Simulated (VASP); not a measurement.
# PbS (P-6m2) in VASP: single point with LDA

Aim: the single point of PbS with LDA.

All numbers are computed with VASP 6.6.1; they aren't measurements. Logs are shortened: lines on timing, memory, paths and dates and some standing lists are left out, and cuts for length are marked.

## (1) The cell of the first run

The structure is hexagonal, space group P-6m2 (No. 187). Conventional cell: a = 4.090 Å, b = 4.090 Å, c = 3.788 Å, α = 90.00°, β = 90.00°, γ = 120.00°. Within 4.0 Å of Pb (site symmetry -6m2) lie 6 S at 3.03 Å and 2 Pb at 3.79 Å. Within 4.0 Å of S (site symmetry -6m2) lie 6 Pb at 3.03 Å and 2 S at 3.79 Å.

## (2) Single point, LDA

INCAR reads:

```
SYSTEM = PbS
  ALGO = Normal
  EDIFF = 1E-6
  ENCUT = 500
  GGA = CA
  GGA_COMPAT = .FALSE.
  ISIF = 2
  ISMEAR = 0
  LASPH = .TRUE.
  LCHARG = .TRUE.
  LELF = .TRUE.
  LREAL = .FALSE.
  LVHAR = .TRUE.
  LWAVE = .FALSE.
  NBANDS = 17
  NELM = 120
  PREC = Accurate
  SIGMA = 0.01
```

KPOINTS reads:

```
k-points
0
G
  4 4 3
  0 0 0
```

POSCAR reads:

```
PbS
1.0
    4.0896980000      0.0000000000      0.0000000000
   -2.0448490000      3.5417820000      0.0000000000
    0.0000000000      0.0000000000      3.7881670000
Pb S
1 1
Direct
    0.0000000000      0.0000000000      0.0000000000
    0.6666666667      0.3333333333      0.5000000000
```

Potentials or basis: VASP PAW LDA potentials, release 64 (Pb_d, S).

The run is started by

```bash
cat potpaw_LDA.64/Pb_d/POTCAR potpaw_LDA.64/S/POTCAR > POTCAR
mpirun -np 1 vasp_std > vasp.out
```

OUTCAR:

```text
SYSTEM = PbS
   EDIFF = 1E-6
   ENCUT = 500
   GGA = CA
   ISIF = 2
   ISMEAR = 0
   LASPH = .TRUE.
   LREAL = .FALSE.
   NELM = 120
   PREC = Accurate

 ion  position               nearest neighbor table
   1  0.000  0.000  0.000-   2 3.03   2 3.03   2 3.03   2 3.03   2 3.03   2 3.03
   2  0.667  0.333  0.500-   1 3.03   1 3.03   1 3.03   1 3.03   1 3.03   1 3.03

  LATTYP: Found a hexagonal cell.
 ALAT       =     4.0896980000
 C/A-ratio  =     0.9262705950

  Lattice vectors:

 A1 = (   4.0896980000,   0.0000000000,   0.0000000000)
 A2 = (  -2.0448490000,   3.5417820000,   0.0000000000)
 A3 = (   0.0000000000,   0.0000000000,   3.7881670000)

Analysis of symmetry for initial positions (statically):
=====================================================================
 Subroutine PRICEL returns:
 Original cell was already a primitive cell.

 Routine SETGRP: Setting up the symmetry group for a
 hexagonal supercell.

 Subroutine GETGRP returns: Found 12 space group operations
 (whereof 12 operations were pure point group operations)
 out of a pool of 24 trial point group operations.

The static configuration has the point symmetry D_3h.

Analysis of symmetry for dynamics (positions and initial velocities):
=====================================================================
 Subroutine PRICEL returns:
 Original cell was already a primitive cell.

 Routine SETGRP: Setting up the symmetry group for a
 hexagonal supercell.

 Subroutine GETGRP returns: Found 12 space group operations
 (whereof 12 operations were pure point group operations)
 out of a pool of 24 trial point group operations.

The dynamic configuration has the point symmetry D_3h.

 Subroutine INISYM returns: Found 12 space group operations
 (whereof 12 operations are pure point group operations),
 and found     1 'primitive' translations

----------------------------------------------------------------------------------------

                                     Primitive cell

  volume of cell :      54.8709

  direct lattice vectors                    reciprocal lattice vectors
     4.089698000  0.000000000  0.000000000     0.244516832  0.141171873  0.000000000
    -2.044849000  3.541782000  0.000000000     0.000000000  0.282343747  0.000000000
     0.000000000  0.000000000  3.788167000     0.000000000  0.000000000  0.263979914

  length of vectors
     4.089698000  4.089697687  3.788167000     0.282343725  0.282343747  0.263979914

  position of ions in fractional coordinates (direct lattice)
     0.000000000  0.000000000  0.000000000
     0.666666667  0.333333333  0.500000000

  ion indices of the primitive-cell ions
   primitive index   ion index
                 1           1
                 2           2

----------------------------------------------------------------------------------------

 KPOINTS: k-points

Automatic generation of k-mesh.
 Grid dimensions read from file:
 generate k-points for:    4    4    3

 Generating k-lattice:

  Cartesian coordinates                     Fractional coordinates (reciprocal lattice)
     0.061129208  0.035292968  0.000000000     0.250000000 -0.000000000  0.000000000
     0.000000000  0.070585937  0.000000000     0.000000000  0.250000000  0.000000000
     0.000000000  0.000000000  0.087993305     0.000000000  0.000000000  0.333333333

  Length of vectors
     0.070585931  0.070585937  0.087993305

  Shift w.r.t. Gamma in fractional coordinates (k-lattice)
     0.000000000  0.000000000  0.000000000

 Subroutine IBZKPT returns following result:
 ===========================================

 Found      8 irreducible k-points:

 Following reciprocal coordinates:
            Coordinates               Weight
  0.000000  0.000000  0.000000      1.000000
  0.250000  0.000000  0.000000      6.000000
  0.500000  0.000000  0.000000      3.000000
  0.250000  0.250000  0.000000      6.000000
  0.000000  0.000000  0.333333      2.000000
  0.250000  0.000000  0.333333     12.000000
  0.500000  0.000000  0.333333      6.000000
  0.250000  0.250000  0.333333     12.000000
   k-points           NKPTS =      8   k-points in BZ     NKDIM =      8   number of bands    NBANDS=     17
   number of dos      NEDOS =    301   number of ions     NIONS =      2
   total plane-waves  NPLWV =  25200
   dimension x,y,z NGX =    30 NGY =   30 NGZ =   28
   dimension x,y,z NGXF=    60 NGYF=   60 NGZF=   56
   ions per type =               1   1
   NGX,Y,Z   is equivalent  to a cutoff of  12.19, 12.19, 12.29 a.u.
   NGXF,Y,Z  is equivalent  to a cutoff of  24.39, 24.39, 24.58 a.u.
 SYSTEM =  PbS
   PREC   = accura    normal or accurate (medium, high low for compatibility)
   ISTART =      0    job   : 0-new  1-cont  2-samecut
   ICHARG =      2    charge: 1-file 2-atom 10-const
   ISPIN  =      1    spin polarized calculation?
   LNONCOLLINEAR =      F non collinear calculations
   LSORBIT =      F    spin-orbit coupling
   LASPH  =      T    aspherical Exc in radial PAW
   ENCUT  =  500.0 eV  36.75 Ry    6.06 a.u.   7.46  7.46  6.91*2*pi/ulx,y,z
   NELM   =    120;   NELMIN=  2; NELMDL= -5     # of ELM steps
   EDIFF  = 0.1E-05   stopping-criterion for ELM
   LREAL  =      F    real-space projection
   EDIFFG = 0.1E-04   stopping-criterion for IOM
   NSW    =      0    number of steps for IOM
   IBRION =     -1    ionic relax: 0-MD 1-quasi-New 2-CG
   NFREE  =      0    steps in history (QN), initial steepest desc. (CG)
   ISIF   =      2    stress and relaxation
   ISYM   =      2    0-nonsym 1-usesym 2-fastsym
   POTIM  = 0.5000    time-step for ionic-motion
   TEBEG  =    0.0;   TEEND  =   0.0 temperature during run
   PSTRESS=    0.0 pullay stress
   NELECT =      20.0000    total number of electrons
   NUPDOWN=      -1.0000    fix difference up-down
   EMIN   =  10.00;   EMAX   =-10.00  energy-range for DOS
   EFERMI =   0.00;   METHOD = LEGACY
   ISMEAR =     0;   SIGMA  =   0.01  broadening in eV -4-tet -1-fermi 0-gaus
   EFERMI_NEDOS =   21; number of points for ismear=-14 and -15
   IALGO  =     38    algorithm
   IMIX   =      4    mixing-type and parameters
     AMIX     =   0.40;   BMIX     =  1.00
     AMIX_MAG =   1.60;   BMIX_MAG =  1.00
  volume/ion in A,a.u.               =      27.44       185.14
  Fermi-wavevector in a.u.,A,eV,Ry     =   1.169421  2.209885 18.606576  1.367545
  Thomas-Fermi vector in A             =   2.305894
   LORBIT       =      0    0 simple, 1 ext, 2 COOP (PROOUT), +10 PAW based schemes
   GGA     = CA    functional components
   LHFCALC =     F    Hartree Fock is set to
   AEXX    =    0.0000 exact exchange contribution
   IVDW    =     0    specifies the selected vdW correction
   LEPSILON=     F    determine dielectric tensor
   LRPA    =     F    only Hartree local field effects (RPA)
 non-spin polarized calculation
 Gauss-broadening in eV      SIGMA  =   0.01
  energy-cutoff  :      500.00
  volume of cell :       54.87
 maximum number of plane-waves:      1400
 NGX is ok and might be reduce to    30
   NGX = 15   NGY = 15   NGZ = 13

 number of electron      19.9999998 magnetization

 Free energy of the ion-electron system (eV)
  ---------------------------------------------------
  ext. energy  EPLUGINS =         0.00000000
  ---------------------------------------------------
  free energy    TOTEN  =        -9.74926921 eV

  energy without entropy =       -9.74926921  energy(sigma->0) =       -9.74926921

 E-fermi :   4.5860     XC(G=0):  -9.7910

 val. band max:        4.4819230538   @ k =   0.2500   0.2500   0.0000
 cond. band min:       6.0780192913   @ k =   0.2500   0.2500   0.3333
 fundamental gap:      1.5960962375
 Fermi energy:         4.5859664795

 k-point     1 :       0.0000    0.0000    0.0000
  band No.  band energies     occupation
      1     -11.8670      2.00000
      2     -11.8414      2.00000
      3     -11.8414      2.00000
      4     -11.7459      2.00000
      5     -11.7459      2.00000
      6      -8.1933      2.00000
[... 9 lines left out ...]
     16      15.9063      0.00000
     17      15.9080      0.00000

 k-point     2 :       0.2500    0.0000    0.0000
  band No.  band energies     occupation
      1     -11.8641      2.00000
      2     -11.8426      2.00000
      3     -11.8089      2.00000
      4     -11.7625      2.00000
      5     -11.7495      2.00000
      6      -7.7312      2.00000
[... 9 lines left out ...]
     16      15.4273      0.00000
     17      15.8324      0.00000

 k-point     3 :       0.5000    0.0000    0.0000
  band No.  band energies     occupation
      1     -11.8793      2.00000
      2     -11.8262      2.00000
      3     -11.7790      2.00000
      4     -11.7761      2.00000
      5     -11.7531      2.00000
      6      -7.0759      2.00000
[... 9 lines left out ...]
     16      15.9504      0.00000
     17      16.0215      0.00000

 k-point     4 :       0.2500    0.2500    0.0000
  band No.  band energies     occupation
      1     -11.8497      2.00000
      2     -11.8383      2.00000
      3     -11.7939      2.00000
      4     -11.7733      2.00000
      5     -11.7587      2.00000
      6      -7.0968      2.00000
[... 9 lines left out ...]
     16      14.2591      0.00000
     17      16.0726      0.00000

 k-point     5 :       0.0000    0.0000    0.3333
  band No.  band energies     occupation
      1     -11.8349      2.00000
      2     -11.8349      2.00000
      3     -11.7810      2.00000
      4     -11.7810      2.00000
      5     -11.7752      2.00000
      6      -7.4503      2.00000
[... 9 lines left out ...]
     16      13.0337      0.00000
     17      14.4937      0.00000

 k-point     6 :       0.2500    0.0000    0.3333
  band No.  band energies     occupation
      1     -11.8468      2.00000
      2     -11.8179      2.00000
      3     -11.8042      2.00000
      4     -11.7863      2.00000
      5     -11.7544      2.00000
      6      -7.0710      2.00000
[... 9 lines left out ...]
     16      14.0199      0.00000
     17      15.9506      0.00000

 k-point     7 :       0.5000    0.0000    0.3333
  band No.  band energies     occupation
      1     -11.8697      2.00000
      2     -11.8434      2.00000
      3     -11.7924      2.00000
      4     -11.7724      2.00000
      5     -11.7323      2.00000
      6      -6.6087      2.00000
[... 9 lines left out ...]
     16      16.9423      0.00000
     17      17.7389      0.00000

 k-point     8 :       0.2500    0.2500    0.3333
  band No.  band energies     occupation
      1     -11.8561      2.00000
      2     -11.8243      2.00000
      3     -11.8016      2.00000
      4     -11.7933      2.00000
      5     -11.7352      2.00000
      6      -6.6180      2.00000
[... 9 lines left out ...]
     16      15.3941      0.00000
     17      17.2272      0.00000

------------------------ aborting loop because EDIFF is reached ----------------------------------------

  FORCE on cell =-STRESS in cart. coord.  units (eV):
  Direction    XX          YY          ZZ          XY          YZ          ZX
  --------------------------------------------------------------------------------------
  -------------------------------------------------------------------------------------
  Total       -1.6632666     -1.6632663     -1.5596243      0.0000000      0.0000000      0.0000000
  in kB      -48.5657685    -48.5657586    -45.5395156      0.0000000      0.0000000      0.0000000
  external PRESSURE =     -47.5570142 kB  Pullay stress =       0.0000000 kB

 VOLUME and BASIS-vectors are now :
 -----------------------------------------------------------------------------
  energy-cutoff  :      500.00
  volume of cell :       54.87
      direct lattice vectors                 reciprocal lattice vectors
     4.089698000  0.000000000  0.000000000     0.244516832  0.141171873  0.000000000
    -2.044849000  3.541782000  0.000000000     0.000000000  0.282343747  0.000000000
     0.000000000  0.000000000  3.788167000     0.000000000  0.000000000  0.263979914

 POSITION                                       TOTAL-FORCE (eV/Angst)
 -----------------------------------------------------------------------------------
      0.00000      0.00000      0.00000         0.000000      0.000000      0.000000
      2.04485      1.18059      1.89408        -0.000000     -0.000000      0.000000
 -----------------------------------------------------------------------------------
    total drift:                               -0.000000      0.000000      0.000000

  FREE ENERGIE OF THE ION-ELECTRON SYSTEM (eV)
  ---------------------------------------------------
  free  energy   TOTEN  =        -9.7492692145 eV

  energy  without entropy=       -9.7492692145  energy(sigma->0) =       -9.74926921
```

It took 11 s on 1 thread of Intel Xeon 8259CL, shared host; peak memory 0.14 GiB.

What came out:

- Free energy: -9.7493 eV
- Pressure: -4.8 GPa
- Band gap on the k mesh: 1.60 eV, indirect (least direct gap 2.28 eV)

Caveat: the k points lie up to 0.55 Å⁻¹ apart; spin-orbit coupling is left out, which moves the levels of the heavy elements. A k mesh can miss the band edges.
